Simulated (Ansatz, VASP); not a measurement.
## Two plane-wave programs on W

INCAR

```
PREC     = Accurate       # precision mode
ENCUT    = 520            # plane-wave cutoff, eV
EDIFF    = 1E-6           # SCF threshold, eV
ISMEAR   = -1             # smearing method
SIGMA    = 0.1            # smearing width, eV
LREAL    = False          # projectors in reciprocal space
LASPH    = True           # aspherical terms in the spheres
NELM     = 100            # most SCF steps
ALGO     = Normal         # electronic algorithm
ISIF     = 2              # what is computed and relaxed
LWAVE    = False          # write WAVECAR
LCHARG   = True           # write CHGCAR
GGA      = B5             # functional
ALDAX    = 1.0          
AGGAX    = 1.0          
AGGAC    = 1.0          
ALDAC    = 0.0          
LELF     = True           # ELF
LVHAR    = True         
NBANDS   = 36             # bands
```

The input KPOINTS:

```
Automatic mesh
0
Gamma
  8 5 5
```

Contents of POSCAR:

```
W
1.0
    2.8096620000      0.0000000000      0.0000000000
    0.0000000000      4.8638700000      0.0000000000
    0.0000000000      0.0000000000      4.9236950000
W
4
Direct
    0.7931720000      0.5631570000      0.2500000000
    0.2068280000      0.0631570000      0.2500000000
    0.2068280000      0.4368430000      0.7500000000
    0.7931720000      0.9368430000      0.7500000000
```

Input for Ansatz:

```yaml
crystal:
  lattice:
    - [2.809662, 0.0, 0.0]
    - [0.0, 4.86387, 0.0]
    - [0.0, 0.0, 4.923695]
  atoms:
    - { symbol: W, position: [0.793172, 0.563157, 0.25] }
    - { symbol: W, position: [0.206828, 0.063157, 0.25] }
    - { symbol: W, position: [0.206828, 0.436843, 0.75] }
    - { symbol: W, position: [0.793172, 0.936843, 0.75] }
kpoints:
  mp_grid:
    grid: [8, 5, 5]
hamiltonian:
  xc: blyp
  pseudopotentials:
    kind: paw
scf:
  occupations:
    method: fermi_dirac
    width: 0.1
output:
  stress: true
```

Alike in both runs: task single point; functional BLYP; k mesh 8 × 5 × 5; occupations fermi-dirac, width 0.1 eV; no spin polarisation.

|  | VASP | Ansatz |
| --- | --- | --- |
| version | VASP 6.6.1 | Ansatz 0.2.0 |
| potentials or method | VASP PAW PBE potentials, release 64 (W_sv) | plane waves, PAW |
| plane-wave cutoff (eV) | 520 | 420 |
| valence electrons in the cell | 56 | 56 |

```csv
,VASP,Ansatz,Ansatz less VASP
pressure (GPa),8.0,6.4,-1.54
"traceless stress, the component that is largest in VASP (GPa)",0.76,0.63,-0.127
```

VASP's potentials were made for PBE, not for BLYP. With one functional, cell and mesh, what is left measures potentials, basis and numerics.

Spin-orbit coupling is off throughout.
